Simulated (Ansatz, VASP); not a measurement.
Two plane-wave programs on Be

INCAR

```
PREC = Accurate
ENCUT = 520
EDIFF = 1E-6
ISMEAR = 0
SIGMA = 0.15
LREAL = False
LASPH = True
NELM = 60
ALGO = Fast
ISIF = 2
LWAVE = False
LCHARG = False
GGA = PS
NBANDS = 9
```

File KPOINTS:

```
regular mesh
0
Gamma
  24 24 14
```

The input POSCAR:

```
Be
1.0
    2.2995019849      0.0000000000      0.0000000000
   -1.1497509925      1.9914271350      0.0000000000
    0.0000000000      0.0000000000      3.6009000000
Be
2
Direct
    0.4839790661      0.9679581322      0.0833749896
    0.6666666667      0.3333333333      0.7500000000
```

Input for Ansatz:

```yaml
crystal:
  lattice:
    - [2.2995019849, 0.0, 0.0]
    - [-1.1497509925, 1.991427135, 0.0]
    - [0.0, 0.0, 3.6009]
  atoms:
    - { symbol: Be, position: [0.4839790661, 0.9679581322, 0.0833749896] }
    - { symbol: Be, position: [0.6666666667, 0.3333333333, 0.75] }
basis:
  ecutwfc: 420
kpoints:
  mp_grid: { grid: [24, 24, 14] }
hamiltonian:
  xc: pbesol
scf:
  occupations: { method: gaussian, width: 0.15 }
output:
  forces: true
  stress: true
  eigenvalues: true
```

Alike in both runs: task single point; functional PBEsol; k mesh 24 × 24 × 14; occupations gaussian, width 0.15 eV; no spin polarisation.

|  | VASP | Ansatz |
| --- | --- | --- |
| version | VASP 6.6.1 | Ansatz 0.2.0 |
| potentials or method | VASP PAW PBE potentials, release 64 (Be), cutoff 520 eV | scalar-relativistic, plane waves, PAW |
| valence electrons in the cell | 4 | 4 |

|  | VASP | Ansatz | Ansatz less VASP |
| --- | --- | --- | --- |
| gap on the k mesh at the Fermi level (eV) | none | none | - |
| rms of the force components (eV/Å) | 7.734 | 7.644 | -0.0906 |

VASP's potentials were made for PBE, not for PBEsol. Atom by atom the forces differ by 0.092 eV/Å (rms over components). A gap of «none» marks a metal or a gap that the smearing closes.
